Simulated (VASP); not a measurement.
# AlSn (Fd-3m) in VASP: further runs, part 4 of 4

VASP 6.6.1.

## (5) Single point, PBE

This run uses another cell than the first one, of 23.12 Å³/atom.

INCAR reads:

```
ALGO = Fast
EDIFF = 1E-6
ENCUT = 520
GGA = PE
ISIF = 2
ISMEAR = 0
LASPH = T
LCHARG = F
LREAL = F
LWAVE = F
NBANDS = 25
NELM = 60
PREC = Accurate
SIGMA = 0.1
```

KPOINTS reads:

```
k-points
0
Gamma
  12 12 12
```

POSCAR reads:

```
AlSn
1.0
    0.0000000000      3.5890097574      3.5890097574
    3.5890097574      0.0000000000      3.5890097574
    3.5890097574      3.5890097574      0.0000000000
Al Sn
2 2
Direct
    0.5000000000      0.5000000000      0.5000000000
    0.7500000000      0.7500000000      0.7500000000
    0.2500000000      0.2500000000      0.2500000000
    0.0000000000      0.0000000000      0.0000000000
```

Potentials or basis: VASP PAW PBE potentials, release 64 (Al, Sn_d).

Command:

```sh
$ cat potpaw_PBE.64/Al/POTCAR potpaw_PBE.64/Sn_d/POTCAR > POTCAR
$ mpirun -np 1 vasp_std > vasp.out
```

OUTCAR:

```text
EDIFF = 1E-6
   ENCUT = 520
   GGA = PE
   ISIF = 2
   ISMEAR = 0
   LASPH = T
   LREAL = F
   NELM = 60
   PREC = Accurate

 ion  position               nearest neighbor table
   1  0.500  0.500  0.500-   2 3.11   3 3.11   3 3.11   3 3.11   3 3.11   2 3.11   2 3.11   2 3.11

   2  0.750  0.750  0.750-   1 3.11   4 3.11   1 3.11   1 3.11   1 3.11   4 3.11   4 3.11   4 3.11

   3  0.250  0.250  0.250-   1 3.11   4 3.11   4 3.11   4 3.11   4 3.11   1 3.11   1 3.11   1 3.11

   4  0.000  0.000  0.000-   2 3.11   3 3.11   2 3.11   2 3.11   2 3.11   3 3.11   3 3.11   3 3.11

  LATTYP: Found a face centered cubic cell.
 ALAT       =     7.1780195148

  Lattice vectors:

 A1 = (   0.0000000000,   3.5890097574,   3.5890097574)
 A2 = (   3.5890097574,   0.0000000000,   3.5890097574)
 A3 = (   3.5890097574,   3.5890097574,   0.0000000000)

Analysis of symmetry for initial positions (statically):
=====================================================================
 Subroutine PRICEL returns:
 Original cell was already a primitive cell.

 Routine SETGRP: Setting up the symmetry group for a
 face centered cubic supercell.

 Subroutine GETGRP returns: Found 48 space group operations
 (whereof 24 operations were pure point group operations)
 out of a pool of 48 trial point group operations.

The static configuration has the point symmetry T_d .
 The point group associated with its full space group is O_h .

Analysis of symmetry for dynamics (positions and initial velocities):
=====================================================================
 Subroutine PRICEL returns:
 Original cell was already a primitive cell.

 Routine SETGRP: Setting up the symmetry group for a
 face centered cubic supercell.

 Subroutine GETGRP returns: Found 48 space group operations
 (whereof 24 operations were pure point group operations)
 out of a pool of 48 trial point group operations.

[... 124 lines left out ...]
     AMIX     =   0.40;   BMIX     =  1.00
     AMIX_MAG =   1.60;   BMIX_MAG =  1.00
  volume/ion in A,a.u.               =      23.12       155.99
  Fermi-wavevector in a.u.,A,eV,Ry     =   1.172870  2.216403 18.716497  1.375624
  Thomas-Fermi vector in A             =   2.309292
   LORBIT       =      0    0 simple, 1 ext, 2 COOP (PROOUT), +10 PAW based schemes
   GGA     = PE    functional components
   LHFCALC =     F    Hartree Fock is set to
   AEXX    =    0.0000 exact exchange contribution
   IVDW    =     0    specifies the selected vdW correction
   LEPSILON=     F    determine dielectric tensor
   LRPA    =     F    only Hartree local field effects (RPA)
 non-spin polarized calculation
 RMM-DIIS sequential band-by-band and
 Gauss-broadening in eV      SIGMA  =   0.10
  energy-cutoff  :      520.00
  volume of cell :       92.46
 maximum number of plane-waves:      2523
 NGX is ok and might be reduce to    40
   NGX = 19   NGY = 19   NGZ = 19

 number of electron      34.0000009 magnetization

 Free energy of the ion-electron system (eV)
  ---------------------------------------------------
  ext. energy  EPLUGINS =         0.00000000
  ---------------------------------------------------
  free energy    TOTEN  =       -14.27372304 eV

  energy without entropy =      -14.26611681  energy(sigma->0) =      -14.26991992

 E-fermi :   7.5725     XC(G=0): -10.1006

 val. band max:        7.5281131655   @ k =  -0.3333   0.3333   0.0000
 cond. band min:       7.5986281818   @ k =   0.1667   0.1667   0.0000
 fundamental gap:      0.0705150163
 Fermi energy:         7.5725423972

 k-point     1 :       0.0000    0.0000    0.0000
  band No.  band energies     occupation
      1     -14.0267      2.00000
      2     -14.0267      2.00000
      3     -14.0267      2.00000
      4     -13.9912      2.00000
      5     -13.9912      2.00000
      6     -13.8651      2.00000
[... 661 lines left out ...]
     24      13.3609      0.00000
     25      13.8009      0.00000

 [... further k-points ...]

------------------------ aborting loop because EDIFF is reached ----------------------------------------

  FORCE on cell =-STRESS in cart. coord.  units (eV):
  Direction    XX          YY          ZZ          XY          YZ          ZX
  --------------------------------------------------------------------------------------
  -------------------------------------------------------------------------------------
  Total       -0.0496707     -0.0496707     -0.0496707      0.0000000      0.0000000      0.0000000
  in kB       -0.8607101     -0.8607101     -0.8607101      0.0000000      0.0000000      0.0000000
  external PRESSURE =      -0.8607101 kB  Pullay stress =       0.0000000 kB

 VOLUME and BASIS-vectors are now :
 -----------------------------------------------------------------------------
  energy-cutoff  :      520.00
  volume of cell :       92.46
      direct lattice vectors                 reciprocal lattice vectors
     0.000000000  3.589009757  3.589009757    -0.139314194  0.139314194  0.139314194
     3.589009757  0.000000000  3.589009757     0.139314194 -0.139314194  0.139314194
     3.589009757  3.589009757  0.000000000     0.139314194  0.139314194 -0.139314194

 POSITION                                       TOTAL-FORCE (eV/Angst)
 -----------------------------------------------------------------------------------
      3.58901      3.58901      3.58901        -0.000000     -0.000000     -0.000000
      5.38351      5.38351      5.38351         0.000000      0.000000      0.000000
      1.79450      1.79450      1.79450         0.000000      0.000000      0.000000
      0.00000      0.00000      0.00000        -0.000000     -0.000000     -0.000000
 -----------------------------------------------------------------------------------
    total drift:                               -0.000000      0.000000      0.000000

  FREE ENERGIE OF THE ION-ELECTRON SYSTEM (eV)
  ---------------------------------------------------
  free  energy   TOTEN  =       -14.2737230362 eV

  energy  without entropy=      -14.2661168077  energy(sigma->0) =      -14.26991992
```

OSZICAR:

```text
N       E                     dE             d eps       ncg     rms          rms(c)
DAV:   1     0.252182330938E+03    0.25218E+03   -0.16109E+04  3610   0.174E+03
DAV:   2     0.129105628344E+02   -0.23927E+03   -0.23252E+03  3680   0.431E+02
DAV:   3    -0.133807059002E+02   -0.26291E+02   -0.25763E+02  4283   0.128E+02
DAV:   4    -0.143078408329E+02   -0.92713E+00   -0.92361E+00  4164   0.262E+01
DAV:   5    -0.143470810605E+02   -0.39240E-01   -0.39237E-01  5489   0.508E+00    0.263E+00
RMM:   6    -0.142962517191E+02    0.50829E-01   -0.51680E-02  4385   0.226E+00    0.152E+00
RMM:   7    -0.142744433207E+02    0.21808E-01   -0.39634E-02  4061   0.174E+00    0.174E-01
RMM:   8    -0.142736390984E+02    0.80422E-03   -0.27914E-03  4681   0.631E-01    0.841E-02
RMM:   9    -0.142737011601E+02   -0.62062E-04   -0.90386E-04  5300   0.273E-01    0.346E-02
RMM:  10    -0.142737230811E+02   -0.21921E-04   -0.21151E-04  6005   0.107E-01    0.138E-02
RMM:  11    -0.142737249970E+02   -0.19159E-05   -0.17995E-05  5816   0.303E-02    0.560E-03
RMM:  12    -0.142737233047E+02    0.16923E-05   -0.31266E-06  2980   0.180E-02    0.550E-03
RMM:  13    -0.142737230362E+02    0.26855E-06   -0.15643E-06  2583   0.130E-02
   1 F= -.14273723E+02 E0= -.14269920E+02  d E =-.760623E-02
```

Run time: 99 s. Hardware: 1 thread of AMD EPYC 9R45 (Zen 5), shared host; peak memory 0.3 GiB.

Results:

| Item | Value |
| --- | --- |
| Free energy | -14.2737 eV |
| Pressure | -0.1 GPa |
| Band gap on the k mesh | zero (bands 17 and 18 overlap by 4.86 eV) |

Caveat: spin-orbit coupling is left out, which moves the levels of the heavy elements.

## (6) Relaxation of cell and atoms, PBE

This run uses another cell than the first one, of 23.89 Å³/atom.

INCAR reads:

```
  ALGO = Fast
  EDIFF = 1E-6
  EDIFFG = -0.01
  ENCUT = 600
  GGA = PE
  IBRION = 2
  ISIF = 3
  ISMEAR = 0
  LASPH = T
  LCHARG = F
  LREAL = F
  LWAVE = F
  NELM = 60
  NSW = 100
  PREC = Accurate
  SIGMA = 0.1
```

KPOINTS is that of step 5.

POSCAR reads:

```
AlSn
1.0
    0.0000000000      3.6288961422      3.6288961422
    3.6288961422      0.0000000000      3.6288961422
    3.6288961422      3.6288961422      0.0000000000
Al Sn
2 2
Direct
    0.5000000000      0.5000000000      0.5000000000
    0.7500000000      0.7500000000      0.7500000000
    0.2500000000      0.2500000000      0.2500000000
    0.0000000000      0.0000000000      0.0000000000
```

Potentials or basis: VASP PAW PBE potentials, release 64 (Al, Sn_d).

Command:

```sh
$ cat potpaw_PBE.64/Al/POTCAR potpaw_PBE.64/Sn_d/POTCAR > POTCAR
$ mpirun -np 1 vasp_std > vasp.out
```

It took 3.6 min on 1 thread of AMD EPYC 9R45 (Zen 5), shared host; peak memory 0.34 GiB.

The run converged. Its results:

* Free energy: -14.2740 eV
* Relaxed volume: 23.10 Å³/atom
* Relaxed cell: a = 5.075 Å, b = 5.075 Å, c = 5.075 Å, α = 60.00°, β = 60.00°, γ = 60.00°
* Space group after relaxing (to 0.1 Å): Fd-3m (No. 227)
* Energy gained by relaxing: 4.3 meV/atom
* Ionic steps: 3
* Pressure after relaxing: 0.0 GPa
* Band gap on the k mesh: zero (bands 17 and 18 overlap by 4.86 eV)

The path:
| step | energy change (eV) | largest force (eV/Å) | pressure (GPa) | volume (Å³) |
| --- | --- | --- | --- | --- |
| 1 | 0.0000 | 0.0000 | -1.68 | 95.58 |
| 2 | -0.0169 | 0.0000 | 0.14 | 92.16 |
| 3 | -0.0170 | 0.0000 | -0.02 | 92.40 |

Final structure:
```xyz
4
Lattice="0.0000 3.5882 3.5882 3.5882 0.0000 3.5882 3.5882 3.5882 0.0000" Properties=species:S:1:pos:R:3 pbc="T T T"
Al    3.5882    3.5882    3.5882
Al    5.3824    5.3824    5.3824
Sn    1.7941    1.7941    1.7941
Sn    0.0000    0.0000    0.0000
```

Levels at points of the mesh, in eV from the Fermi level:
```
           k point  band 14  band 15  band 16  band 17  band 18  band 19  band 20  band 21
(0.00, 0.00, 0.00)    -1.35    -1.35    -1.35    -1.18    -1.18    -1.18     0.53     0.53
(0.50, 0.00, 0.00)    -2.49    -2.49    -2.36    -1.51    -1.51     2.54     2.62     3.45
(0.50, 0.50, 0.00)    -4.71    -4.30    -4.30     3.36     3.36     3.41     3.41     4.01
```

Caveat: spin-orbit coupling is left out, which moves the levels of the heavy elements.

## (7) The runs side by side

```tsv
task	cell	k mesh	cutoff (eV)	gap on the mesh (eV)	pressure (GPa)	relaxed volume (Å³/atom)
single point	a = 4.990 Å, angles 60.0°, 4 atoms	4 × 4 × 4	520	none	5.0	-
single point	a = 5.132 Å, angles 60.0°, 4 atoms	4 × 4 × 4	520	none	-0.3	-
relaxation of cell and atoms	relaxed from a = 4.990 Å, angles 60.0°, 4 atoms	4 × 4 × 4	600	none	0.0	23.75
single point	a = 5.076 Å, angles 60.0°, 4 atoms	12 × 12 × 12	520	none	-0.1	-
relaxation of cell and atoms	relaxed from a = 5.132 Å, angles 60.0°, 4 atoms	12 × 12 × 12	600	none	0.0	23.10
```

Alike in all rows: level PBE; potentials or basis VASP PAW PBE potentials, release 64 (Al, Sn_d); no spin polarisation; smearing gaussian 0.1 eV.

Caveats: some runs use coarse meshes; spin-orbit coupling is left out, which moves the levels of the heavy elements.

Absolute energies hang on the potentials; compare differences alone.
